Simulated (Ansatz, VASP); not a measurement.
**Two plane-wave programs on Rb**

INCAR

```
PREC = Accurate
ENCUT = 600
EDIFF = 1E-6
ISMEAR = -1
SIGMA = 0.1
LREAL = False
LASPH = True
NELM = 80
ALGO = Normal
ISIF = 3
LWAVE = False
LCHARG = False
IBRION = 2
NSW = 80
EDIFFG = -0.01
```

File KPOINTS:

```
regular mesh
0
Gamma
  5 5 7
```

Contents of POSCAR:

```
Rb
1.0
    7.8956864786      0.0000000000      0.0000000000
   -3.9478432393      6.8378650708      0.0000000000
    0.0000000000      0.0000000000      4.8400558114
Rb
3
Direct
    0.0000000000      0.0000000000      0.0000000000
    0.3333333333      0.6666666667      0.5000000000
    0.6666666667      0.3333333333      0.5000000000
```

Input for Ansatz:

```yaml
crystal:
  lattice:
    - [7.8956864786, 0.0, 0.0]
    - [-3.9478432393, 6.8378650708, 0.0]
    - [0.0, 0.0, 4.8400558114]
  atoms:
    - { symbol: Rb, position: [0.0, 0.0, 0.0] }
    - { symbol: Rb, position: [0.3333333333, 0.6666666667, 0.5] }
    - { symbol: Rb, position: [0.6666666667, 0.3333333333, 0.5] }
hamiltonian:
  xc: lda
  pseudopotentials:
    kind: paw
    azcp:
      Rb: "pseudopotentials/Rb.paw.azcp"
basis:
  ecutwfc: 420
  fft_grid_basis: typed
kpoints:
  mp_grid: { grid: [5, 5, 7], shift: [0, 0, 0] }
magnetization:
  spin_polarized: false
scf:
  occupations: { method: fermi_dirac, width: 0.1 }
relax:
  max_steps: 60
  f_tol: 0.01
  cell: {}
output:
  write_density: true
  write_potential: true
  elf: true
  volumetric_format: npy
```

Alike in both runs: task relaxation of cell and atoms; functional LDA; k mesh 5 × 5 × 7; occupations fermi-dirac, width 0.1 eV; no spin polarisation.

|  | VASP | Ansatz |
| --- | --- | --- |
| version | VASP 6.6.1 | Ansatz 0.2.0 |
| potentials or method | VASP PAW LDA potentials, release 64 (Rb_sv), cutoff 600 eV | plane waves (420 eV) with PAW, scalar-relativistic |
| valence electrons in the cell | 27 | 27 |

```tsv
	VASP	Ansatz	Ansatz less VASP
relaxed volume (Å³/atom)	78.06	78.28	+0.219
relaxed cell length with the largest relative difference (Å)	4.582	4.593	+0.0103
```

Ansatz warns that its potentials were made for another functional, while VASP's fit it. LDA's correlation is that of Perdew and Zunger in VASP and of Perdew and Wang (1992) in Ansatz.
